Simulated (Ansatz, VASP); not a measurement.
**PbSe in VASP and in Ansatz**

```
Pb Se
1.0
     3.93001    0.00000    0.00000
     0.00000    3.93001    0.00000
     0.00000    0.00000    3.93001
Pb Se
1 1
Direct
  0.00000 0.00000 0.00000
  0.50000 0.50000 0.50000
```

Alike in both runs: task single point; functional LDA; k mesh 6 × 6 × 6; occupations fermi-dirac, width 0.05 eV; no spin polarisation.

```csv
,VASP,Ansatz
version,VASP 6.6.1,Ansatz 0.2.0
potentials or method,"VASP PAW LDA potentials, release 64 (Pb_d, Se), cutoff 500 eV","plane waves, PAW"
valence electrons in the cell,20,30
```

|  | VASP | Ansatz | Ansatz less VASP |
| --- | --- | --- | --- |
| pressure (GPa) | -8.0 | -8.1 | -0.03 |

LDA's correlation is that of Perdew and Zunger in VASP and of Perdew and Wang (1992) in Ansatz. VASP's potentials hold 20 valence electrons a cell and Ansatz's 30, so a difference there can come from the potentials and not from the codes.

Spin-orbit coupling is off throughout.
